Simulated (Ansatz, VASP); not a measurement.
**Two plane-wave programs on ZnS**

INCAR

```
PREC     = Accurate       # precision mode
ENCUT    = 520            # plane-wave cutoff, eV
EDIFF    = 1E-8           # SCF threshold, eV
ISMEAR   = -1             # smearing method
SIGMA    = 0.02           # smearing width, eV
LREAL    = Auto         
LASPH    = T              # aspherical terms in the spheres
NELM     = 80             # most SCF steps
ALGO     = Normal         # electronic algorithm
ISIF     = 2              # what is computed and relaxed
LWAVE    = F              # write WAVECAR
LCHARG   = F              # write CHGCAR
GGA      = PE             # functional
LEFG     = T            
NBANDS   = 86             # bands
```

Contents of KPOINTS:

```
Automatic mesh
0
Gamma
  8 8 2
```

The input POSCAR:

```
ZnS
1.0
    3.7923619252      0.0000000000      0.0000000000
   -1.8961809626      3.2842817676      0.0000000000
    0.0000000000      0.0000000000     24.8326029929
Zn S
8 8
Direct
    0.3333333333      0.6666666667      0.1251184100
    0.0000000000      0.0000000000      0.0001589700
    0.6666666667      0.3333333333      0.6250474700
    0.6666666667      0.3333333333      0.8751387000
    0.0000000000      0.0000000000      0.7500222700
    0.3333333333      0.6666666667      0.5000781600
    0.0000000000      0.0000000000      0.3750879400
    0.6666666667      0.3333333333      0.2501284900
    0.6666666667      0.3333333333      0.3437219900
    0.6666666667      0.3333333333      0.7185811600
    0.3333333333      0.6666666667      0.2187340500
    0.0000000000      0.0000000000      0.8436723900
    0.6666666667      0.3333333333      0.9688127500
    0.0000000000      0.0000000000      0.0937260600
    0.3333333333      0.6666666667      0.5936859800
    0.0000000000      0.0000000000      0.4686862100
```

Input for Ansatz:

```yaml
crystal:
  lattice:
    - [3.7923619252, 0.0, 0.0]
    - [-1.8961809626, 3.2842817676, 0.0]
    - [0.0, 0.0, 24.8326029929]
  atoms:
    - { symbol: Zn, position: [0.3333333333, 0.6666666667, 0.12511841] }
    - { symbol: Zn, position: [0.0, 0.0, 0.00015897] }
    - { symbol: Zn, position: [0.6666666667, 0.3333333333, 0.62504747] }
    - { symbol: Zn, position: [0.6666666667, 0.3333333333, 0.8751387] }
    - { symbol: Zn, position: [0.0, 0.0, 0.75002227] }
    - { symbol: Zn, position: [0.3333333333, 0.6666666667, 0.50007816] }
    - { symbol: Zn, position: [0.0, 0.0, 0.37508794] }
    - { symbol: Zn, position: [0.6666666667, 0.3333333333, 0.25012849] }
    - { symbol: S, position: [0.6666666667, 0.3333333333, 0.34372199] }
    - { symbol: S, position: [0.6666666667, 0.3333333333, 0.71858116] }
    - { symbol: S, position: [0.3333333333, 0.6666666667, 0.21873405] }
    - { symbol: S, position: [0.0, 0.0, 0.84367239] }
    - { symbol: S, position: [0.6666666667, 0.3333333333, 0.96881275] }
    - { symbol: S, position: [0.0, 0.0, 0.09372606] }
    - { symbol: S, position: [0.3333333333, 0.6666666667, 0.59368598] }
    - { symbol: S, position: [0.0, 0.0, 0.46868621] }
kpoints:
  mp_grid: { grid: [8, 8, 2] }
scf:
  occupations: { method: fermi_dirac, width: 0.02 }
hamiltonian:
  xc: pbe
  pseudopotentials: { kind: paw, frozen_core: stored }
output:
  forces: true
  stress: true
  populations: true
  efg: { quadrupole_moments_barn: { Zn: 0.122, S: -0.0694 } }
```

Change from the starting cell: volume scaled by 0.99.

Alike in both runs: task electric field gradients; functional PBE; k mesh 8 × 8 × 2; occupations fermi-dirac, width 0.02 eV; no spin polarisation.

```csv
,VASP,Ansatz
version,VASP 6.6.1,Ansatz 0.2.0
potentials or method,"VASP PAW PBE potentials, release 64 (Zn, S)","plane-wave PAW, scalar-relativistic"
plane-wave cutoff (eV),520,420
valence electrons in the cell,144,144
```

VASP gave:

* gap on the k mesh at the Fermi level (eV): 2.22
* pressure (GPa): 3.4
* rms of the force components (eV/Å): 0.004
* size of Vzz on the site where it differs most (V/Å²): 0.1

Q: Which values does Ansatz return?

A: gap on the k mesh at the Fermi level (eV): 2.21; pressure (GPa): 3.2; rms of the force components (eV/Å): 0.004; size of Vzz on the site where it differs most (V/Å²): 0.1.

Atom by atom the forces differ by 0.000 eV/Å (rms over components).
